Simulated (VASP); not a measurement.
# Si23C in VASP: single point with PBE

Aim: the single point of Si23C with PBE.

Program: VASP 6.6.1. These are calculated values, not measurements. Logs are shortened: lines on timing, memory, paths and dates and some standing lists are left out, and cuts for length are marked.

## Step 1: The cell of the first run

The cell holds a slab with vacuum, 24 atoms: a = 7.681 Å, b = 7.681 Å, c = 24.789 Å, α = 90.00°, β = 90.00°, γ = 90.00°.

## Step 2: Single point, PBE

INCAR reads:

```
SYSTEM = Si23C
PREC = Accurate ; ENCUT = 520
EDIFF = 1E-6 ; ISMEAR = 0
SIGMA = 0.1 ; LREAL = Auto
LASPH = .TRUE. ; NELM = 60
ALGO = Normal ; ISIF = 2
LWAVE = .FALSE. ; LCHARG = .FALSE.
LDIPOL = .TRUE. ; IDIPOL = 3
DIPOL = 0.5 0.5 0.499 ; GGA = PE
NBANDS = 66
```

KPOINTS reads:

```
Automatic mesh
0
G
  4 4 1
  0 0 0
```

POSCAR reads:

```
Si23C
1.0
    7.6805090000      0.0000000000      0.0000000000
    0.0000000000      7.6805090000      0.0000000000
    0.0000000000      0.0000000000     24.7886751213
Si C
23 1
Direct
    0.0000000000      0.2500000000      0.3630690207
    0.0000000000      0.7500000000      0.3630690207
    0.5000000000      0.2500000000      0.3630690207
    0.5000000000      0.7500000000      0.3630690207
    0.0000000000      0.0000000000      0.4178414104
    0.0000000000      0.5000000000      0.4178414104
    0.5000000000      0.0000000000      0.4178414104
    0.5000000000      0.5000000000      0.4178414104
    0.2500000000      0.0000000000      0.4726138001
    0.2500000000      0.5000000000      0.4726138001
    0.7500000000      0.0000000000      0.4726138001
    0.7500000000      0.5000000000      0.4726138001
    0.2520519581      0.2514382486      0.5278984743
    0.2520519581      0.7485617514      0.5278984743
    0.7479480419      0.2514382486      0.5278984743
    0.7479480419      0.7485617514      0.5278984743
    0.0000000000      0.2205729036      0.5830477596
    0.0000000000      0.7794270964      0.5830477596
    0.5000000000      0.2734568327      0.5867726410
    0.5000000000      0.7265431673      0.5867726410
    0.0000000000      0.0000000000      0.6500404258
    0.0000000000      0.5000000000      0.6182506970
    0.5000000000      0.0000000000      0.6426302626
    0.5000000000      0.5000000000      0.6047559606
```

Potentials or basis: VASP PAW PBE potentials, release 64 (Si, C).

Run with:

```bash
$ cat potpaw_PBE.64/Si/POTCAR potpaw_PBE.64/C/POTCAR > POTCAR
$ mpirun -np 1 vasp_std > vasp.out
```

OUTCAR:

```text
SYSTEM = Si23C
   PREC = Accurate
   ENCUT = 520
   EDIFF = 1E-6
   ISMEAR = 0
   LREAL = Auto
   LASPH = .TRUE.
   NELM = 60
   ISIF = 2
   GGA = PE

 ion  position               nearest neighbor table
   1  0.000  0.250  0.363-   5 2.35   6 2.35
   2  0.000  0.750  0.363-   5 2.35   6 2.35
   3  0.500  0.250  0.363-   7 2.35   8 2.35
   4  0.500  0.750  0.363-   7 2.35   8 2.35
   5  0.000  0.000  0.418-   1 2.35   2 2.35   9 2.35  11 2.35
   6  0.000  0.500  0.418-   1 2.35   2 2.35  10 2.35  12 2.35
   7  0.500  0.000  0.418-   3 2.35   4 2.35   9 2.35  11 2.35
   8  0.500  0.500  0.418-   3 2.35   4 2.35  10 2.35  12 2.35
   9  0.250  0.000  0.473-   5 2.35   7 2.35  13 2.37  14 2.37
  10  0.250  0.500  0.473-  13 2.35  14 2.35   6 2.35   8 2.35
[... 8 lines left out ...]
  19  0.500  0.273  0.587-  24 1.80  15 2.41  13 2.41  23 2.52
  20  0.500  0.727  0.587-  24 1.80  16 2.41  14 2.41  23 2.52
  21  0.000  0.000  0.650-  17 2.37  18 2.37
  22  0.000  0.500  0.618-  17 2.32  18 2.32
  23  0.500  0.000  0.643-  19 2.52  20 2.52
  24  0.500  0.500  0.605-  19 1.80  20 1.80

  LATTYP: Found a simple tetragonal cell.
 ALAT       =     7.6805090000
 C/A-ratio  =     3.2274781686

  Lattice vectors:

 A1 = (   7.6805090000,   0.0000000000,   0.0000000000)
 A2 = (   0.0000000000,   7.6805090000,   0.0000000000)
 A3 = (   0.0000000000,   0.0000000000,  24.7886751213)

Analysis of symmetry for initial positions (statically):
=====================================================================
 Subroutine PRICEL returns:
 Original cell was already a primitive cell.

 Routine SETGRP: Setting up the symmetry group for a
 simple tetragonal supercell.

 Subroutine GETGRP returns: Found  4 space group operations
 (whereof  4 operations were pure point group operations)
 out of a pool of 16 trial point group operations.

The static configuration has the point symmetry C_2v.

Analysis of symmetry for dynamics (positions and initial velocities):
=====================================================================
 Subroutine PRICEL returns:
 Original cell was already a primitive cell.

 Routine SETGRP: Setting up the symmetry group for a
 simple tetragonal supercell.

 Subroutine GETGRP returns: Found  4 space group operations
 (whereof  4 operations were pure point group operations)
 out of a pool of 16 trial point group operations.

The dynamic configuration has the point symmetry C_2v.

 Subroutine INISYM returns: Found  4 space group operations
 (whereof  4 operations are pure point group operations),
 and found     1 'primitive' translations

----------------------------------------------------------------------------------------

                                     Primitive cell

  volume of cell :    1462.2894

  direct lattice vectors                    reciprocal lattice vectors
     7.680509000  0.000000000  0.000000000     0.130199704  0.000000000  0.000000000
     0.000000000  7.680509000  0.000000000     0.000000000  0.130199704  0.000000000
     0.000000000  0.000000000 24.788675121     0.000000000  0.000000000  0.040341002

  length of vectors
     7.680509000  7.680509000 24.788675121     0.130199704  0.130199704  0.040341002

  position of ions in fractional coordinates (direct lattice)
     0.000000000  0.250000000  0.363069021
     0.000000000  0.750000000  0.363069021
     0.500000000  0.250000000  0.363069021
     0.500000000  0.750000000  0.363069021
     0.000000000  0.000000000  0.417841410
     0.000000000  0.500000000  0.417841410
[... 16 lines left out ...]
     0.500000000  0.000000000  0.642630263
     0.500000000  0.500000000  0.604755961

  ion indices of the primitive-cell ions
   primitive index   ion index
                 1           1
                 2           2
                 3           3
                 4           4
                 5           5
                 6           6
[... 16 lines left out ...]
                23          23
                24          24

----------------------------------------------------------------------------------------

 KPOINTS: Automatic mesh

Automatic generation of k-mesh.
 Grid dimensions read from file:
 generate k-points for:    4    4    1

 Generating k-lattice:

  Cartesian coordinates                     Fractional coordinates (reciprocal lattice)
     0.032549926  0.000000000  0.000000000     0.250000000  0.000000000  0.000000000
     0.000000000  0.032549926  0.000000000     0.000000000  0.250000000  0.000000000
     0.000000000  0.000000000  0.040341002     0.000000000  0.000000000  1.000000000

  Length of vectors
     0.032549926  0.032549926  0.040341002

  Shift w.r.t. Gamma in fractional coordinates (k-lattice)
     0.000000000  0.000000000  0.000000000

 Subroutine IBZKPT returns following result:
 ===========================================

 Found      9 irreducible k-points:

 Following reciprocal coordinates:
            Coordinates               Weight
  0.000000  0.000000  0.000000      1.000000
  0.250000  0.000000  0.000000      2.000000
  0.000000  0.250000  0.000000      2.000000
  0.500000  0.000000  0.000000      1.000000
  0.000000  0.500000  0.000000      1.000000
  0.250000  0.250000  0.000000      4.000000
  0.500000  0.250000  0.000000      2.000000
 -0.250000  0.500000  0.000000      2.000000
  0.500000  0.500000  0.000000      1.000000
   k-points           NKPTS =      9   k-points in BZ     NKDIM =      9   number of bands    NBANDS=     66
   number of dos      NEDOS =    301   number of ions     NIONS =     24
   total plane-waves  NPLWV = 691200
   dimension x,y,z NGX =    60 NGY =   60 NGZ =  192
   dimension x,y,z NGXF=   120 NGYF=  120 NGZF=  384
   ions per type =              23   1
   NGX,Y,Z   is equivalent  to a cutoff of  12.99, 12.99, 12.88 a.u.
   NGXF,Y,Z  is equivalent  to a cutoff of  25.97, 25.97, 25.75 a.u.
 SYSTEM =  Si23C
   PREC   = accura    normal or accurate (medium, high low for compatibility)
   ISTART =      0    job   : 0-new  1-cont  2-samecut
   ICHARG =      2    charge: 1-file 2-atom 10-const
   ISPIN  =      1    spin polarized calculation?
   LNONCOLLINEAR =      F non collinear calculations
   LSORBIT =      F    spin-orbit coupling
   LASPH  =      T    aspherical Exc in radial PAW
   ENCUT  =  520.0 eV  38.22 Ry    6.18 a.u.  14.28 14.28 46.09*2*pi/ulx,y,z
   NELM   =     60;   NELMIN=  2; NELMDL= -5     # of ELM steps
   EDIFF  = 0.1E-05   stopping-criterion for ELM
   LREAL  =      T    real-space projection
   EDIFFG = 0.1E-04   stopping-criterion for IOM
   NSW    =      0    number of steps for IOM
   IBRION =     -1    ionic relax: 0-MD 1-quasi-New 2-CG
   NFREE  =      0    steps in history (QN), initial steepest desc. (CG)
   ISIF   =      2    stress and relaxation
   ISYM   =      2    0-nonsym 1-usesym 2-fastsym
   POTIM  = 0.5000    time-step for ionic-motion
   TEBEG  =    0.0;   TEEND  =   0.0 temperature during run
   PSTRESS=    0.0 pullay stress
   NELECT =      96.0000    total number of electrons
   NUPDOWN=      -1.0000    fix difference up-down
   EMIN   =  10.00;   EMAX   =-10.00  energy-range for DOS
   EFERMI =   0.00;   METHOD = LEGACY
   ISMEAR =     0;   SIGMA  =   0.10  broadening in eV -4-tet -1-fermi 0-gaus
   EFERMI_NEDOS =   21; number of points for ismear=-14 and -15
   IALGO  =     38    algorithm
   IMIX   =      4    mixing-type and parameters
     AMIX     =   0.40;   BMIX     =  1.00
     AMIX_MAG =   1.60;   BMIX_MAG =  1.00
  volume/ion in A,a.u.               =      60.93       411.17
  Fermi-wavevector in a.u.,A,eV,Ry     =   0.660421  1.248015  5.934259  0.436156
  Thomas-Fermi vector in A             =   1.732863
   LORBIT       =      0    0 simple, 1 ext, 2 COOP (PROOUT), +10 PAW based schemes
   GGA     = PE    functional components
   LHFCALC =     F    Hartree Fock is set to
   AEXX    =    0.0000 exact exchange contribution
   IVDW    =     0    specifies the selected vdW correction
   LEPSILON=     F    determine dielectric tensor
   LRPA    =     F    only Hartree local field effects (RPA)
 non-spin polarized calculation
 Gauss-broadening in eV      SIGMA  =   0.10
  energy-cutoff  :      520.00
  volume of cell :     1462.29
 maximum number of plane-waves:     39404
 NGX is ok and might be reduce to    60
   NGX = 29   NGY = 29   NGZ = 93

 dipolmoment           0.000000      0.000000      0.046780 electrons x Angstroem

 number of electron      95.9999998 magnetization

 dipolmoment           0.000000      0.000000     -0.150418 electrons x Angstroem

 Free energy of the ion-electron system (eV)
  ---------------------------------------------------
  ext. energy  EPLUGINS =         0.00000000
  ---------------------------------------------------
  free energy    TOTEN  =      -116.85343299 eV

  energy without entropy =     -116.79223372  energy(sigma->0) =     -116.82283336

 E-fermi :  -1.6969     XC(G=0):  -3.8036

 val. band max:       -1.7144240342   @ k =   0.2500   0.2500   0.0000
 cond. band min:      -1.6898596291   @ k =   0.5000   0.2500   0.0000
 fundamental gap:      0.0245644051
 Fermi energy:        -1.6969000455

 k-point     1 :       0.0000    0.0000    0.0000
  band No.  band energies     occupation
      1     -13.5482      2.00000
      2     -12.6360      2.00000
      3     -11.7635      2.00000
      4     -11.3919      2.00000
      5     -11.3300      2.00000
      6     -11.2464      2.00000
[... 52 lines left out ...]
     59       0.7449      0.00000
     60       0.8214      0.00000

 k-point     2 :       0.2500    0.0000    0.0000
  band No.  band energies     occupation
      1     -13.4840      2.00000
      2     -12.6247      2.00000
      3     -11.9696      2.00000
      4     -11.4826      2.00000
      5     -11.2588      2.00000
      6     -11.1121      2.00000
[... 430 lines left out ...]
     59       1.1862      0.00000
     60       1.2722      0.00000

 k-point     9 :       0.5000    0.5000    0.0000
  band No.  band energies     occupation
      1     -13.3108      2.00000
      2     -12.1176      2.00000
      3     -12.0992      2.00000
      4     -11.9767      2.00000
      5     -11.6277      2.00000
      6     -11.1004      2.00000
[... 52 lines left out ...]
     59       1.1899      0.00000
     60       1.3957      0.00000
 [bands above 60 left out]

------------------------ aborting loop because EDIFF is reached ----------------------------------------

 vacuum level on the upper side and lower side of the slab       (xc-potential included)        -0.318         0.132

  FORCE on cell =-STRESS in cart. coord.  units (eV):
  Direction    XX          YY          ZZ          XY          YZ          ZX
  --------------------------------------------------------------------------------------
  -------------------------------------------------------------------------------------
  Total      -10.8049382     -6.1460825      1.2343530      0.0000000      0.0000000      0.0000000
  in kB      -11.8385782     -6.7340393      1.3524357      0.0000000      0.0000000      0.0000000
  external PRESSURE =      -5.7400606 kB  Pullay stress =       0.0000000 kB

 VOLUME and BASIS-vectors are now :
 -----------------------------------------------------------------------------
  energy-cutoff  :      520.00
  volume of cell :     1462.29
      direct lattice vectors                 reciprocal lattice vectors
     7.680509000  0.000000000  0.000000000     0.130199704  0.000000000  0.000000000
     0.000000000  7.680509000  0.000000000     0.000000000  0.130199704  0.000000000
     0.000000000  0.000000000 24.788675121     0.000000000  0.000000000  0.040341002

 POSITION                                       TOTAL-FORCE (eV/Angst)
 -----------------------------------------------------------------------------------
      0.00000      1.92013      9.00000         0.000000     -0.014174     -0.134460
      0.00000      5.76038      9.00000        -0.000000      0.014174     -0.134460
      3.84025      1.92013      9.00000         0.000000     -0.062955     -0.075667
      3.84025      5.76038      9.00000        -0.000000      0.062955     -0.075667
      0.00000      0.00000     10.35773         0.000000      0.000000     -0.040567
      0.00000      3.84025     10.35773         0.000000      0.000000     -0.041668
[... 16 lines left out ...]
      3.84025      0.00000     15.92995         0.000000      0.000000      0.004777
      3.84025      3.84025     14.99110         0.000000      0.000000      0.013337
 -----------------------------------------------------------------------------------
    total drift:                                0.000000     -0.000000     -0.006835

  FREE ENERGIE OF THE ION-ELECTRON SYSTEM (eV)
  ---------------------------------------------------
  free  energy   TOTEN  =      -116.8534329940 eV

  energy  without entropy=     -116.7922337161  energy(sigma->0) =     -116.82283336

 vacuum level on the upper side and lower side of the slab         3.220         3.678
```

Wall time 40 min (1 thread of Intel Xeon Platinum 8488C (Sapphire Rapids), shared host); peak memory 1.5 GiB.

What came out:

```
Free energy            : -116.8534 eV
Largest force          : 0.219 eV/Å
Band gap on the k mesh : zero (band 48 reaches -1.43 eV, above the bottom of band 49 at -2.07 eV)
```

Forces in eV/Å, atoms in the order of the input:
```
Si   0.000 -0.014 -0.134
Si   0.000  0.014 -0.134
Si   0.000 -0.063 -0.076
Si   0.000  0.063 -0.076
Si   0.000  0.000 -0.041
Si   0.000  0.000 -0.042
Si   0.000  0.000 -0.128
Si   0.000  0.000  0.000
Si   0.093  0.000  0.198
Si  -0.076  0.000  0.123
Si  -0.093  0.000  0.198
Si   0.076  0.000  0.123
Si   0.004 -0.002  0.006
Si   0.004  0.002  0.006
Si  -0.004 -0.002  0.006
Si  -0.004  0.002  0.006
Si   0.000  0.033 -0.003
Si   0.000 -0.033 -0.003
Si   0.000 -0.014 -0.018
Si   0.000  0.014 -0.018
Si   0.000  0.000  0.007
Si   0.000  0.000 -0.019
Si   0.000  0.000  0.005
C    0.000  0.000  0.013
```

Levels at points of the mesh, in eV from the Fermi level:
```tsv
k point	band 46	band 47	band 48	band 49	band 50	band 51
(0.00, 0.00, 0.00)	-0.54	-0.52	-0.37	-0.37	0.28	0.43
(0.50, 0.00, 0.00)	-0.38	-0.09	0.07	0.09	0.36	0.59
(0.00, 0.50, 0.00)	-0.32	-0.16	-0.15	-0.13	-0.10	0.04
(0.50, 0.50, 0.00)	-0.10	-0.03	0.13	0.22	0.38	0.44
```
